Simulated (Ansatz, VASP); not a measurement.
# Two plane-wave programs on Zr2B

```
Zr B
1.0
     3.23844    0.00000    0.00000
     0.00000    3.23844    0.00000
     0.00000    0.00000    6.61808
Zr B
4 2
Direct
  0.50000 0.00000 0.36924
  0.00000 0.50000 0.63076
  0.50000 0.50000 0.00000
  0.00000 0.00000 0.00000
  0.00000 0.50000 0.27315
  0.50000 0.00000 0.72685
```

Change from the starting cell: species swapped into the TbSe2 type (P4/nmm, No. 129).

Alike in both runs: task relaxation of cell and atoms; functional PBE; k mesh 6 × 6 × 4; occupations gaussian, width 0.1 eV; no spin polarisation.

|  | VASP | Ansatz |
| --- | --- | --- |
| version | VASP 6.6.1 | Ansatz 0.2.0 |
| potentials or method | VASP PAW PBE potentials, release 64 (Zr_sv, B), cutoff 600 eV | scalar-relativistic, plane waves, PAW |
| valence electrons in the cell | 54 | 54 |

Ansatz gave:

- gap on the k mesh at the Fermi level, each at its own relaxed structure (eV): none
- relaxed volume (Å³/atom): 16.72
- relaxed length of the cell vector where the two differ most in proportion (Å): 7.012

Task: Estimate VASP's values.

Result: gap on the k mesh at the Fermi level, each at its own relaxed structure (eV): none; relaxed volume (Å³/atom): 16.74; relaxed length of the cell vector where the two differ most in proportion (Å): 7.016.

A gap of «none» marks a metal or a gap that the smearing closes.

Noted on VASP's run: the volume moved by over 15 % at a fixed basis, so the end points are rough.
